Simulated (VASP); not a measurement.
Write the native input for VASP 6.6.1 that does the following.

```yaml
Task: single point
Functional: PBE
Potentials_or_basis: VASP PAW PBE potentials, release 64 (Pt)
Cutoff: 520 eV
k_mesh: 15 × 15 × 4
Occupations: fermi-dirac, width 0.1 eV
Spin: no spin polarisation
Dipole_correction: no
Further_INCAR_settings: ALGO = Normal; EDIFF = 1e-06; NBANDS = 28
```

The structure of Pt lies in POSCAR:

```
Pt
1.0
    2.7907587191      0.0000000000      0.0000000000
   -1.3953793595      2.4168679465      0.0000000000
    0.0000000000      0.0000000000      9.3183719287
Pt
4
Direct
    0.0000000000      1.0000000000      1.0000000000
    0.0000000000      1.0000000000      0.5000000000
    0.3333333333      0.6666666667      0.2500000000
    0.6666666667      0.3333333333      0.7500000000
```

One way to write it, as run:

INCAR

```
PREC = Accurate
ENCUT = 520
EDIFF = 1E-6
ISMEAR = -1
SIGMA = 0.1
LREAL = False
LASPH = True
NELM = 80
ALGO = Normal
ISIF = 2
LWAVE = False
LCHARG = False
GGA = PE
NBANDS = 28
```

KPOINTS

```
Automatic mesh
0
Gamma
  15 15 4
```

Potentials or basis: VASP PAW PBE potentials, release 64 (Pt).

The run is started by

```console
$ cat potpaw_PBE.64/Pt/POTCAR > POTCAR
$ mpirun -np 1 vasp_std > vasp.out
```

It gave:

| Property | Result |
| --- | --- |
| Pressure | -0.5 GPa |
| Band gap on the k mesh | zero (band 20 reaches 10.85 eV, above the bottom of band 21 at 9.59 eV) |

Caveat: spin-orbit coupling is left out, which moves the levels of the heavy elements.

Run time: 65 s on 1 thread of Intel(R) Xeon(R) 6975P-C (Granite Rapids) (shared host), peak memory 0.25 GiB.
